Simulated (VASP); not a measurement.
# Hg (P6/mmm) in VASP: density of states with PBE+D3(BJ)

Aim: the density of states of Hg with PBE+D3(BJ).

Everything below comes from runs of VASP 6.6.1. Logs are shortened: lines on timing, memory, paths and dates and some standing lists are left out, and cuts for length are marked.

## (1) The cell of the first run

It takes space group P6/mmm (No. 191, hexagonal). Conventional cell: a = 5.326 Å, b = 5.326 Å, c = 3.139 Å, α = 90.00°, β = 90.00°, γ = 120.00°. Hg (site symmetry -6m2) has 11 Hg at 3.08 to 3.45 Å within 4.0 Å. Within 4.1 Å of Hg (site symmetry 6/mmm) lie 14 Hg at 3.14 to 3.45 Å.

## (2) Density of states, PBE+D3(BJ)

File POSCAR:

```
Hg
1.0
    5.3261420240      0.0000000000      0.0000000000
   -2.6630710120      4.6125742970      0.0000000000
    0.0000000000      0.0000000000      3.1389057290
Hg
3
Direct
    0.3333333333      0.6666666667      0.5000000000
    0.0000000000      0.0000000000      0.0000000000
    0.6666666667      0.3333333333      0.5000000000
```

File INCAR.step1:

```
SYSTEM = Hg
PREC = Accurate
ENCUT = 520
EDIFF = 1E-7
ISMEAR = 0
SIGMA = 0.1
LREAL = .False.
LASPH = .True.
NELM = 100
ALGO = Normal
ISIF = 2
LWAVE = .False.
LCHARG = .True.
GGA = PE
IVDW = 12
NBANDS = 25
```

File KPOINTS.step1:

```
regular mesh
0
Gamma
  9 9 14
  0 0 0
```

File INCAR.step2:

```
SYSTEM = Hg
PREC = Accurate
ENCUT = 520
EDIFF = 1E-7
ISMEAR = -5
SIGMA = 0.1
LREAL = .False.
LASPH = .True.
NELM = 100
ALGO = Normal
ISIF = 2
LWAVE = .False.
LCHARG = .False.
GGA = PE
IVDW = 12
LORBIT = 10
NEDOS = 2001
ICHARG = 11
```

File KPOINTS.step2:

```
regular mesh
0
Gamma
  14 14 21
  0 0 0
```

Potentials or basis: VASP PAW PBE potentials, release 64 (Hg).

Started as:

```console
$ cat potpaw_PBE.64/Hg/POTCAR > POTCAR
$ cp INCAR.step1 INCAR
$ cp KPOINTS.step1 KPOINTS
$ mpirun -np 1 vasp_std > vasp.out
$ cp INCAR.step2 INCAR
$ cp KPOINTS.step2 KPOINTS
$ mpirun -np 1 vasp_std > vasp.out
```

OUTCAR:

```text
SYSTEM = Hg
   PREC = Accurate
   ENCUT = 520
   EDIFF = 1E-7
   ISMEAR = -5
   LREAL = .False.
   LASPH = .True.
   NELM = 100
   ISIF = 2
   GGA = PE
   IVDW = 12
   LORBIT = 10
   ICHARG = 11
 IVDW          = 12

 ion  position               nearest neighbor table
   1  0.333  0.667  0.500-   3 3.08   3 3.08   3 3.08   2 3.45   2 3.45   2 3.45   2 3.45   2 3.45
                             2 3.45
   2  0.000  0.000  0.000-   1 3.45   3 3.45   1 3.45   3 3.45   3 3.45   3 3.45   1 3.45   1 3.45
                             3 3.45   3 3.45   1 3.45   1 3.45
   3  0.667  0.333  0.500-   1 3.08   1 3.08   1 3.08   2 3.45   2 3.45   2 3.45   2 3.45   2 3.45
                             2 3.45

  LATTYP: Found a hexagonal cell.
 ALAT       =     5.3261420240
 C/A-ratio  =     0.5893394721

  Lattice vectors:

 A1 = (   5.3261420240,   0.0000000000,   0.0000000000)
 A2 = (  -2.6630710120,   4.6125742970,   0.0000000000)
 A3 = (   0.0000000000,   0.0000000000,   3.1389057290)

Analysis of symmetry for initial positions (statically):
=====================================================================
 Subroutine PRICEL returns:
 Original cell was already a primitive cell.

 Routine SETGRP: Setting up the symmetry group for a
 hexagonal supercell.

 Subroutine GETGRP returns: Found 24 space group operations
 (whereof 24 operations were pure point group operations)
 out of a pool of 24 trial point group operations.

The static configuration has the point symmetry D_6h.

Analysis of symmetry for dynamics (positions and initial velocities):
=====================================================================
 Subroutine PRICEL returns:
 Original cell was already a primitive cell.

 Routine SETGRP: Setting up the symmetry group for a
 hexagonal supercell.

 Subroutine GETGRP returns: Found 24 space group operations
 (whereof 24 operations were pure point group operations)
 out of a pool of 24 trial point group operations.

The dynamic configuration has the point symmetry D_6h.

 Subroutine INISYM returns: Found 24 space group operations
 (whereof 24 operations are pure point group operations),
 and found     1 'primitive' translations

----------------------------------------------------------------------------------------

                                     Primitive cell

  volume of cell :      77.1142

  direct lattice vectors                    reciprocal lattice vectors
     5.326142024  0.000000000  0.000000000     0.187753161  0.108399338  0.000000000
    -2.663071012  4.612574297  0.000000000     0.000000000  0.216798676  0.000000000
     0.000000000  0.000000000  3.138905729     0.000000000  0.000000000  0.318582362

  length of vectors
     5.326142024  5.326142024  3.138905729     0.216798676  0.216798676  0.318582362

  position of ions in fractional coordinates (direct lattice)
     0.333333333  0.666666667  0.500000000
     0.000000000  0.000000000  0.000000000
     0.666666667  0.333333333  0.500000000

  ion indices of the primitive-cell ions
   primitive index   ion index
                 1           1
                 2           2
                 3           3

----------------------------------------------------------------------------------------

 KPOINTS: regular mesh

Automatic generation of k-mesh.
 Grid dimensions read from file:
 generate k-points for:   14   14   21

 Generating k-lattice:

  Cartesian coordinates                     Fractional coordinates (reciprocal lattice)
     0.013410940  0.007742810  0.000000000     0.071428571  0.000000000  0.000000000
     0.000000000  0.015485620  0.000000000     0.000000000  0.071428571  0.000000000
     0.000000000  0.000000000  0.015170589     0.000000000  0.000000000  0.047619048

  Length of vectors
     0.015485620  0.015485620  0.015170589

  Shift w.r.t. Gamma in fractional coordinates (k-lattice)
     0.000000000  0.000000000  0.000000000

 TETIRR: Found   4165 inequivalent tetrahedra from    24696

 Subroutine IBZKPT returns following result:
 ===========================================

 Found    264 irreducible k-points:

 Following reciprocal coordinates:
            Coordinates               Weight
  0.000000  0.000000  0.000000      1.000000
  0.071429  0.000000  0.000000      6.000000
  0.142857 -0.000000  0.000000      6.000000
  0.214286 -0.000000  0.000000      6.000000
  0.285714  0.000000  0.000000      6.000000
  0.357143  0.000000  0.000000      6.000000
[... 16 lines left out ...]
  0.285714  0.285714  0.000000      6.000000
  0.357143  0.285714  0.000000      6.000000
 [... further k-points ...]
   k-points           NKPTS =    264   k-points in BZ     NKDIM =    264   number of bands    NBANDS=     22
   number of dos      NEDOS =   2001   number of ions     NIONS =      3
   total plane-waves  NPLWV =  38400
   dimension x,y,z NGX =    40 NGY =   40 NGZ =   24
   dimension x,y,z NGXF=    80 NGYF=   80 NGZF=   48
   ions per type =               3
   NGX,Y,Z   is equivalent  to a cutoff of  12.49, 12.49, 12.71 a.u.
   NGXF,Y,Z  is equivalent  to a cutoff of  24.97, 24.97, 25.42 a.u.
 SYSTEM =  Hg
   PREC   = accura    normal or accurate (medium, high low for compatibility)
   ISTART =      0    job   : 0-new  1-cont  2-samecut
   ICHARG =     11    charge: 1-file 2-atom 10-const
   ISPIN  =      1    spin polarized calculation?
   LNONCOLLINEAR =      F non collinear calculations
   LSORBIT =      F    spin-orbit coupling
   LASPH  =      T    aspherical Exc in radial PAW
   ENCUT  =  520.0 eV  38.22 Ry    6.18 a.u.   9.90  9.90  5.84*2*pi/ulx,y,z
   NELM   =    100;   NELMIN=  2; NELMDL=  0     # of ELM steps
   EDIFF  = 0.1E-06   stopping-criterion for ELM
   LREAL  =      F    real-space projection
   EDIFFG = 0.1E-05   stopping-criterion for IOM
   NSW    =      0    number of steps for IOM
   IBRION =     -1    ionic relax: 0-MD 1-quasi-New 2-CG
   NFREE  =      0    steps in history (QN), initial steepest desc. (CG)
   ISIF   =      2    stress and relaxation
   ISYM   =      2    0-nonsym 1-usesym 2-fastsym
   POTIM  = 0.5000    time-step for ionic-motion
   TEBEG  =    0.0;   TEEND  =   0.0 temperature during run
   PSTRESS=    0.0 pullay stress
   NELECT =      36.0000    total number of electrons
   NUPDOWN=      -1.0000    fix difference up-down
   EMIN   =  10.00;   EMAX   =-10.00  energy-range for DOS
   EFERMI =   0.00;   METHOD = LEGACY
   ISMEAR =    -5;   SIGMA  =   0.10  broadening in eV -4-tet -1-fermi 0-gaus
   EFERMI_NEDOS =   21; number of points for ismear=-14 and -15
   IALGO  =     38    algorithm
   IMIX   =      4    mixing-type and parameters
     AMIX     =   0.40;   BMIX     =  1.00
     AMIX_MAG =   1.60;   BMIX_MAG =  1.00
  volume/ion in A,a.u.               =      25.70       173.46
  Fermi-wavevector in a.u.,A,eV,Ry     =   1.269982  2.399918 21.944212  1.612854
  Thomas-Fermi vector in A             =   2.402994
   LORBIT       =     10    0 simple, 1 ext, 2 COOP (PROOUT), +10 PAW based schemes
   GGA     = PE    functional components
   LHFCALC =     F    Hartree Fock is set to
   AEXX    =    0.0000 exact exchange contribution
   IVDW    =    12    specifies the selected vdW correction
   LEPSILON=     F    determine dielectric tensor
   LRPA    =     F    only Hartree local field effects (RPA)
 non-spin polarized calculation
 Fermi weights with tetrahedron method with Bloechl corrections
  energy-cutoff  :      520.00
  volume of cell :       77.11
 maximum number of plane-waves:      2099
 NGX is ok and might be reduce to    40

 number of electron      35.9999998 magnetization

 Free energy of the ion-electron system (eV)
  ---------------------------------------------------
  ext. energy  EPLUGINS =         0.00000000
  ---------------------------------------------------
  free energy    TOTEN  =        -0.45290954 eV

  energy without entropy =       -0.45290954  energy(sigma->0) =       -0.45290954

 E-fermi :   2.1138     XC(G=0): -10.3841

 val. band max:        2.1802654214   @ k =   0.2143   0.1429   0.4762
 cond. band min:       1.9903786732   @ k =   0.5000  -0.0000   0.1905
 fundamental gap:     -0.1898867482
 Fermi energy:         2.1137735618

 k-point     1 :       0.0000    0.0000    0.0000
  band No.  band energies     occupation
      1      -6.2968      2.00000
      2      -5.5258      2.00000
      3      -5.0611      2.00000
      4      -4.8736      2.00000
      5      -4.6988      2.00000
      6      -4.6987      2.00000
[... 14 lines left out ...]
     21       4.0359      0.00000
     22       4.0359      0.00000

 k-point     2 :       0.0714    0.0000    0.0000
  band No.  band energies     occupation
      1      -6.2551      2.00000
      2      -5.5186      2.00000
      3      -5.0691      2.00000
      4      -4.8895      2.00000
      5      -4.7555      2.00000
      6      -4.7525      2.00000
[... 14 lines left out ...]
     21       4.7532      0.00000
     22       4.9001      0.00000

 k-point     3 :       0.1429   -0.0000    0.0000
  band No.  band energies     occupation
      1      -6.1323      2.00000
      2      -5.4976      2.00000
      3      -5.0918      2.00000
      4      -4.9675      2.00000
      5      -4.8370      2.00000
      6      -4.8282      2.00000
[... 14 lines left out ...]
     21       5.5520      0.00000
     22       6.0068      0.00000

 k-point     4 :       0.2143   -0.0000    0.0000
  band No.  band energies     occupation
      1      -5.9376      2.00000
      2      -5.4650      2.00000
      3      -5.1392      2.00000
      4      -5.0868      2.00000
      5      -4.9089      2.00000
      6      -4.8609      2.00000
[... 14 lines left out ...]
     21       6.3972      0.00000
     22       7.2111      0.00000

 k-point     5 :       0.2857    0.0000    0.0000
  band No.  band energies     occupation
      1      -5.6936      2.00000
      2      -5.4263      2.00000
      3      -5.2492      2.00000
      4      -5.1382      2.00000
      5      -4.9619      2.00000
      6      -4.8815      2.00000
[... 14 lines left out ...]
     21       7.2855      0.00000
     22       8.4500      0.00000

 k-point     6 :       0.3571    0.0000    0.0000
  band No.  band energies     occupation
      1      -5.4714      2.00000
      2      -5.4087      2.00000
      3      -5.2975      2.00000
      4      -5.1659      2.00000
      5      -4.9965      2.00000
      6      -4.8869      2.00000
[... 14 lines left out ...]
     21       8.2146      0.00000
     22       9.6500      0.00000

 k-point     7 :       0.4286   -0.0000    0.0000
  band No.  band energies     occupation
      1      -5.4766      2.00000
      2      -5.3400      2.00000
      3      -5.2520      2.00000
      4      -5.1457      2.00000
      5      -5.0156      2.00000
      6      -4.8553      2.00000
[... 324 lines left out ...]
      6      -4.9105      2.00000
[... 14 lines left out ...]
     21       9.3680      0.00000
     22       9.4912      0.00000

 k-point    21 :       0.2857    0.2143    0.0000
  band No.  band energies     occupation
      1      -5.4939      2.00000
      2      -5.3499      2.00000
      3      -5.2728      2.00000
      4      -5.1738      2.00000
      5      -5.1295      2.00000
      6      -4.9392      2.00000
[... 14 lines left out ...]
     21       8.5851      0.00000
     22      10.2848      0.00000

 k-point    22 :       0.3571    0.2143    0.0000
  band No.  band energies     occupation
      1      -5.5191      2.00000
      2      -5.3168      2.00000
      3      -5.2950      2.00000
      4      -5.1713      2.00000
      5      -5.1105      2.00000
      6      -4.9600      2.00000
[... 14 lines left out ...]
     21       7.3323      0.00000
     22      11.1910      0.00000

 k-point    23 :       0.2857    0.2857    0.0000
  band No.  band energies     occupation
      1      -5.5263      2.00000
      2      -5.3181      2.00000
      3      -5.2943      2.00000
      4      -5.1596      2.00000
      5      -5.1574      2.00000
      6      -4.9576      2.00000
[... 14 lines left out ...]
     21       7.3190      0.00000
     22      11.2885      0.00000

 k-point    24 :       0.3571    0.2857    0.0000
  band No.  band energies     occupation
      1      -5.5401      2.00000
      2      -5.3061      2.00000
      3      -5.3019      2.00000
      4      -5.1706      2.00000
      5      -5.1533      2.00000
      6      -4.9644      2.00000
[... 14 lines left out ...]
     21       6.1445      0.00000
     22      11.8222      0.00000

 [... further k-points ...]

------------------------ aborting loop because EDIFF is reached ----------------------------------------

 Edisp (eV)   -1.22404

 E8    (eV) :    -0.5557

  FORCE on cell =-STRESS in cart. coord.  units (eV):
  Direction    XX          YY          ZZ          XY          YZ          ZX
  --------------------------------------------------------------------------------------
  -------------------------------------------------------------------------------------
  Total       0.24893     0.24893     0.24465     0.00000    -0.00000     0.00000
  in kB       5.17196     5.17196     5.08301     0.00000    -0.00000     0.00000
  external pressure =        5.14 kB  Pullay stress =        0.00 kB

 VOLUME and BASIS-vectors are now :
 -----------------------------------------------------------------------------
  energy-cutoff  :      520.00
  volume of cell :       77.11
      direct lattice vectors                 reciprocal lattice vectors
     5.326142024  0.000000000  0.000000000     0.187753161  0.108399338  0.000000000
    -2.663071012  4.612574297  0.000000000     0.000000000  0.216798676  0.000000000
     0.000000000  0.000000000  3.138905729     0.000000000  0.000000000  0.318582362

 POSITION                                       TOTAL-FORCE (eV/Angst)
 -----------------------------------------------------------------------------------
     -0.00000      3.07505      1.56945        -0.000000     -0.000000      0.000000
      0.00000      0.00000      0.00000        -0.000000      0.000000      0.000000
      2.66307      1.53752      1.56945         0.000000      0.000000      0.000000
 -----------------------------------------------------------------------------------
    total drift:                                0.000000     -0.000000      0.000000

  FREE ENERGIE OF THE ION-ELECTRON SYSTEM (eV)
  ---------------------------------------------------
  free  energy   TOTEN  =        -1.6769521868 eV

  energy  without entropy=       -1.6769521868  energy(sigma->0) =       -1.67695219

 total charge

# of ion       s       p       d       tot
------------------------------------------
    1        0.922   0.193   9.332  10.448
    2        0.940   0.159   9.338  10.436
    3        0.922   0.193   9.332  10.448
--------------------------------------------------
tot          2.785   0.545  28.002  31.332
```

Wall time 3.8 min (1 thread of Intel Xeon Platinum 8488C (Sapphire Rapids), shared host); peak memory 0.45 GiB.

What came out:

* Valence electrons inside the program's atomic spheres: Hg 10.45, 10.44
* Dispersion energy per atom: -0.408 eV

Caveat: spin-orbit coupling is left out, which moves the levels of the heavy elements; pairwise dispersion overbinds metals, which lowers pressure and volume; tetrahedron occupations give inexact forces and stress in metals.
